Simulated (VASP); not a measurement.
# Cd (P2_13) in VASP: single point with PBE

Aim: the single point of Cd with PBE.

Everything below comes from runs of VASP 6.6.1. Logs are shortened: lines on timing, memory, paths and dates and some standing lists are left out, and cuts for length are marked.

**1. The cell of the first run**

Symmetry: P2_13, No. 198, cubic system. The conventional cell has a = 4.648 Å, b = 4.648 Å, c = 4.648 Å, α = 90.00°, β = 90.00°, γ = 90.00°. Cd (site symmetry 3) has 12 Cd at 3.11 to 3.50 Å within 4.1 Å.

**2. Single point, PBE**

Contents of INCAR:

```
ALGO     = Normal         # electronic algorithm
EDIFF    = 1E-6           # SCF threshold, eV
ENCUT    = 520            # plane-wave cutoff, eV
GGA      = PE             # functional
ISIF     = 2              # what is computed and relaxed
ISMEAR   = 0              # smearing method
LASPH    = T              # aspherical terms in the spheres
LCHARG   = T              # write CHGCAR
LELF     = T              # ELF
LREAL    = F              # projectors in reciprocal space
LVHAR    = T            
LWAVE    = F              # write WAVECAR
NBANDS   = 32             # bands
NELM     = 60             # most SCF steps
PREC     = Accurate       # precision mode
SIGMA    = 0.1            # smearing width, eV
```

Contents of KPOINTS:

```
k-points
0
Gamma
  4 4 4
```

Contents of POSCAR:

```
Cd
1.0
    4.6479749757      0.0000000000      0.0000000000
    0.0000000000      4.6479749757      0.0000000000
    0.0000000000      0.0000000000      4.6479749757
Cd
4
Direct
    0.0300000000      0.0300000000      0.0300000000
    0.4700000000      0.9700000000      0.5300000000
    0.5300000000      0.4700000000      0.9700000000
    0.9700000000      0.5300000000      0.4700000000
```

Potentials or basis: VASP PAW PBE potentials, release 64 (Cd).

On the command line:

```bash
$ cat potpaw_PBE.64/Cd/POTCAR > POTCAR
$ mpirun -np 1 vasp_std > vasp.out
```

OUTCAR:

```text
EDIFF = 1E-6
   ENCUT = 520
   GGA = PE
   ISIF = 2
   ISMEAR = 0
   LASPH = T
   LREAL = F
   NELM = 60
   PREC = Accurate

 ion  position               nearest neighbor table
   1  0.030  0.030  0.030-   2 3.11   3 3.11   4 3.11   2 3.11   4 3.11   3 3.11   4 3.50   4 3.50
                             2 3.50   3 3.50   2 3.50   3 3.50
   2  0.470  0.970  0.530-   1 3.11   3 3.11   4 3.11   1 3.11   3 3.11   4 3.11   1 3.50   3 3.50
                             1 3.50   3 3.50   4 3.50   4 3.50
   3  0.530  0.470  0.970-   1 3.11   2 3.11   4 3.11   4 3.11   2 3.11   1 3.11   2 3.50   1 3.50
                             1 3.50   2 3.50   4 3.50   4 3.50
   4  0.970  0.530  0.470-   1 3.11   2 3.11   3 3.11   3 3.11   1 3.11   2 3.11   3 3.50   1 3.50
                             3 3.50   2 3.50   1 3.50   2 3.50

  LATTYP: Found a simple cubic cell.
 ALAT       =     4.6479749757

  Lattice vectors:

 A1 = (   4.6479749757,   0.0000000000,   0.0000000000)
 A2 = (   0.0000000000,   4.6479749757,   0.0000000000)
 A3 = (   0.0000000000,   0.0000000000,   4.6479749757)

Analysis of symmetry for initial positions (statically):
=====================================================================
 Subroutine PRICEL returns:
 Original cell was already a primitive cell.

 Routine SETGRP: Setting up the symmetry group for a
 simple cubic supercell.

 Subroutine GETGRP returns: Found 12 space group operations
 (whereof  3 operations were pure point group operations)
 out of a pool of 48 trial point group operations.

The static configuration has the point symmetry C_3 .
 The point group associated with its full space group is T   .

Analysis of symmetry for dynamics (positions and initial velocities):
=====================================================================
 Subroutine PRICEL returns:
 Original cell was already a primitive cell.

 Routine SETGRP: Setting up the symmetry group for a
 simple cubic supercell.

 Subroutine GETGRP returns: Found 12 space group operations
 (whereof  3 operations were pure point group operations)
 out of a pool of 48 trial point group operations.

The dynamic configuration has the point symmetry C_3 .
 The point group associated with its full space group is T   .

 Subroutine INISYM returns: Found 12 space group operations
 (whereof  3 operations are pure point group operations),
 and found     1 'primitive' translations

----------------------------------------------------------------------------------------

                                     Primitive cell

  volume of cell :     100.4133

  direct lattice vectors                    reciprocal lattice vectors
     4.647974976  0.000000000  0.000000000     0.215147458  0.000000000  0.000000000
     0.000000000  4.647974976  0.000000000     0.000000000  0.215147458  0.000000000
     0.000000000  0.000000000  4.647974976     0.000000000  0.000000000  0.215147458

  length of vectors
     4.647974976  4.647974976  4.647974976     0.215147458  0.215147458  0.215147458

  position of ions in fractional coordinates (direct lattice)
     0.030000000  0.030000000  0.030000000
     0.470000000  0.970000000  0.530000000
     0.530000000  0.470000000  0.970000000
     0.970000000  0.530000000  0.470000000

  ion indices of the primitive-cell ions
   primitive index   ion index
                 1           1
                 2           2
                 3           3
                 4           4

----------------------------------------------------------------------------------------

 KPOINTS: k-points

Automatic generation of k-mesh.
 Grid dimensions read from file:
 generate k-points for:    4    4    4

 Generating k-lattice:

  Cartesian coordinates                     Fractional coordinates (reciprocal lattice)
     0.053786864  0.000000000  0.000000000     0.250000000  0.000000000  0.000000000
     0.000000000  0.053786864  0.000000000     0.000000000  0.250000000  0.000000000
     0.000000000  0.000000000  0.053786864     0.000000000  0.000000000  0.250000000

  Length of vectors
     0.053786864  0.053786864  0.053786864

  Shift w.r.t. Gamma in fractional coordinates (k-lattice)
     0.000000000  0.000000000  0.000000000

 Subroutine IBZKPT returns following result:
 ===========================================

 Found     11 irreducible k-points:

 Following reciprocal coordinates:
            Coordinates               Weight
  0.000000  0.000000  0.000000      1.000000
  0.250000  0.000000  0.000000      6.000000
  0.500000  0.000000  0.000000      3.000000
  0.250000  0.250000  0.000000     12.000000
  0.500000  0.250000  0.000000      6.000000
 -0.250000  0.500000  0.000000      6.000000
  0.500000  0.500000  0.000000      3.000000
  0.250000  0.250000  0.250000      8.000000
  0.500000  0.250000  0.250000     12.000000
  0.500000  0.500000  0.250000      6.000000
  0.500000  0.500000  0.500000      1.000000
   k-points           NKPTS =     11   k-points in BZ     NKDIM =     11   number of bands    NBANDS=     32
   number of dos      NEDOS =    301   number of ions     NIONS =      4
   total plane-waves  NPLWV =  46656
   dimension x,y,z NGX =    36 NGY =   36 NGZ =   36
   dimension x,y,z NGXF=    72 NGYF=   72 NGZF=   72
   ions per type =               4
   NGX,Y,Z   is equivalent  to a cutoff of  12.88, 12.88, 12.88 a.u.
   NGXF,Y,Z  is equivalent  to a cutoff of  25.75, 25.75, 25.75 a.u.
 SYSTEM =  unknown system
   PREC   = accura    normal or accurate (medium, high low for compatibility)
   ISTART =      0    job   : 0-new  1-cont  2-samecut
   ICHARG =      2    charge: 1-file 2-atom 10-const
   ISPIN  =      1    spin polarized calculation?
   LNONCOLLINEAR =      F non collinear calculations
   LSORBIT =      F    spin-orbit coupling
   LASPH  =      T    aspherical Exc in radial PAW
   ENCUT  =  520.0 eV  38.22 Ry    6.18 a.u.   8.64  8.64  8.64*2*pi/ulx,y,z
   NELM   =     60;   NELMIN=  2; NELMDL= -5     # of ELM steps
   EDIFF  = 0.1E-05   stopping-criterion for ELM
   LREAL  =      F    real-space projection
   EDIFFG = 0.1E-04   stopping-criterion for IOM
   NSW    =      0    number of steps for IOM
   IBRION =     -1    ionic relax: 0-MD 1-quasi-New 2-CG
   NFREE  =      0    steps in history (QN), initial steepest desc. (CG)
   ISIF   =      2    stress and relaxation
   ISYM   =      2    0-nonsym 1-usesym 2-fastsym
   POTIM  = 0.5000    time-step for ionic-motion
   TEBEG  =    0.0;   TEEND  =   0.0 temperature during run
   PSTRESS=    0.0 pullay stress
   NELECT =      48.0000    total number of electrons
   NUPDOWN=      -1.0000    fix difference up-down
   EMIN   =  10.00;   EMAX   =-10.00  energy-range for DOS
   EFERMI =   0.00;   METHOD = LEGACY
   ISMEAR =     0;   SIGMA  =   0.10  broadening in eV -4-tet -1-fermi 0-gaus
   EFERMI_NEDOS =   21; number of points for ismear=-14 and -15
   IALGO  =     38    algorithm
   IMIX   =      4    mixing-type and parameters
     AMIX     =   0.40;   BMIX     =  1.00
     AMIX_MAG =   1.60;   BMIX_MAG =  1.00
  volume/ion in A,a.u.               =      25.10       169.41
  Fermi-wavevector in a.u.,A,eV,Ry     =   1.280044  2.418932 22.293307  1.638512
  Thomas-Fermi vector in A             =   2.412494
   LORBIT       =      0    0 simple, 1 ext, 2 COOP (PROOUT), +10 PAW based schemes
   GGA     = PE    functional components
   LHFCALC =     F    Hartree Fock is set to
   AEXX    =    0.0000 exact exchange contribution
   IVDW    =     0    specifies the selected vdW correction
   LEPSILON=     F    determine dielectric tensor
   LRPA    =     F    only Hartree local field effects (RPA)
 non-spin polarized calculation
 Gauss-broadening in eV      SIGMA  =   0.10
  energy-cutoff  :      520.00
  volume of cell :      100.41
 maximum number of plane-waves:      2730
 NGX is ok and might be reduce to    36
   NGX = 17   NGY = 17   NGZ = 17

 number of electron      47.9999991 magnetization

 Free energy of the ion-electron system (eV)
  ---------------------------------------------------
  ext. energy  EPLUGINS =         0.00000000
  ---------------------------------------------------
  free energy    TOTEN  =        -2.91966349 eV

  energy without entropy =       -2.91477622  energy(sigma->0) =       -2.91721986

 E-fermi :   1.9319     XC(G=0): -10.2521

 val. band max:        1.4637976363   @ k =   0.5000   0.2500   0.2500
 cond. band min:       1.9626739722   @ k =   0.2500   0.0000   0.0000
 fundamental gap:      0.4988763359
 Fermi energy:         1.9318633768

 k-point     1 :       0.0000    0.0000    0.0000
  band No.  band energies     occupation
      1      -7.4255      2.00000
      2      -7.4255      2.00000
      3      -7.4255      2.00000
      4      -7.3487      2.00000
      5      -7.3487      2.00000
      6      -7.3487      2.00000
[... 24 lines left out ...]
     31       8.3685      0.00000
     32       8.3685      0.00000

 k-point     2 :       0.2500    0.0000    0.0000
  band No.  band energies     occupation
      1      -7.3935      2.00000
      2      -7.3240      2.00000
      3      -7.3121      2.00000
      4      -7.2544      2.00000
      5      -7.2525      2.00000
      6      -7.2162      2.00000
[... 24 lines left out ...]
     31       7.1289      0.00000
     32       9.0198      0.00000

 k-point     3 :       0.5000    0.0000    0.0000
  band No.  band energies     occupation
      1      -7.2551      2.00000
      2      -7.2551      2.00000
      3      -7.1351      2.00000
      4      -7.1351      2.00000
      5      -7.0222      2.00000
      6      -7.0222      2.00000
[... 24 lines left out ...]
     31      10.5088      0.00000
     32      10.5101      0.00000

 k-point     4 :       0.2500    0.2500    0.0000
  band No.  band energies     occupation
      1      -7.3192      2.00000
      2      -7.2939      2.00000
      3      -7.2561      2.00000
      4      -7.1704      2.00000
      5      -7.1567      2.00000
      6      -7.0826      2.00000
[... 199 lines left out ...]
     31       9.3861      0.00000
     32       9.3861      0.00000

 k-point    10 :       0.5000    0.5000    0.2500
  band No.  band energies     occupation
      1      -7.2084      2.00000
      2      -7.2084      2.00000
      3      -7.1990      2.00000
      4      -7.1990      2.00000
      5      -7.0359      2.00000
      6      -7.0359      2.00000
[... 24 lines left out ...]
     31      10.2999      0.00000
     32      10.2999      0.00000

 k-point    11 :       0.5000    0.5000    0.5000
  band No.  band energies     occupation
      1      -7.2793      2.00000
      2      -7.2793      2.00000
      3      -7.2793      2.00000
      4      -7.2793      2.00000
      5      -6.9892      2.00000
      6      -6.9892      2.00000
[... 24 lines left out ...]
     31      13.3821      0.00000
     32      13.4036      0.00000

------------------------ aborting loop because EDIFF is reached ----------------------------------------

  FORCE on cell =-STRESS in cart. coord.  units (eV):
  Direction    XX          YY          ZZ          XY          YZ          ZX
  --------------------------------------------------------------------------------------
  -------------------------------------------------------------------------------------
  Total       -1.4789163     -1.4789163     -1.4789163      0.0000000      0.0000000      0.0000000
  in kB      -23.5973285    -23.5973285    -23.5973285      0.0000000      0.0000000      0.0000000
  external PRESSURE =     -23.5973285 kB  Pullay stress =       0.0000000 kB

 VOLUME and BASIS-vectors are now :
 -----------------------------------------------------------------------------
  energy-cutoff  :      520.00
  volume of cell :      100.41
      direct lattice vectors                 reciprocal lattice vectors
     4.647974976  0.000000000  0.000000000     0.215147458  0.000000000  0.000000000
     0.000000000  4.647974976  0.000000000     0.000000000  0.215147458  0.000000000
     0.000000000  0.000000000  4.647974976     0.000000000  0.000000000  0.215147458

 POSITION                                       TOTAL-FORCE (eV/Angst)
 -----------------------------------------------------------------------------------
      0.13944      0.13944      0.13944        -0.102157     -0.102157     -0.102157
      2.18455      4.50854      2.46343         0.102157      0.102157     -0.102157
      2.46343      2.18455      4.50854        -0.102157      0.102157      0.102157
      4.50854      2.46343      2.18455         0.102157     -0.102157      0.102157
 -----------------------------------------------------------------------------------
    total drift:                                0.000000      0.000000      0.000000

  FREE ENERGIE OF THE ION-ELECTRON SYSTEM (eV)
  ---------------------------------------------------
  free  energy   TOTEN  =        -2.9196634929 eV

  energy  without entropy=       -2.9147762191  energy(sigma->0) =       -2.91721986
```

Run time: 43 s. Hardware: 1 thread of Intel Xeon 8259CL, shared host; peak memory 0.2 GiB.

What came out:

* Free energy: -2.9197 eV
* Pressure: -2.4 GPa
* Largest force: 0.177 eV/Å
* Band gap on the k mesh: zero (bands 24 and 25 overlap by 2.75 eV)

Forces in eV/Å, atoms in the order of the input:
```
Cd  -0.102 -0.102 -0.102
Cd   0.102  0.102 -0.102
Cd  -0.102  0.102  0.102
Cd   0.102 -0.102  0.102
```

Levels at points of the mesh, in eV from the Fermi level:
```tsv
k point	band 20	band 21	band 22	band 23	band 24	band 25	band 26	band 27	band 28	band 29
(0.00, 0.00, 0.00)	-8.19	-7.87	-0.61	-0.61	-0.61	0.96	0.96	0.96	6.43	6.43
(0.50, 0.00, 0.00)	-8.19	-5.85	-5.85	1.49	1.49	1.75	1.75	1.99	1.99	3.74
(0.50, 0.50, 0.00)	-8.36	-3.90	-3.90	-3.57	-3.57	3.59	3.59	3.99	3.99	4.35
(0.50, 0.50, 0.50)	-8.28	-2.12	-2.12	-2.12	-2.12	-1.27	-1.27	-1.27	-1.27	11.44
```

The gap in the log of VASP goes by the Fermi energy; the results here count the filled bands.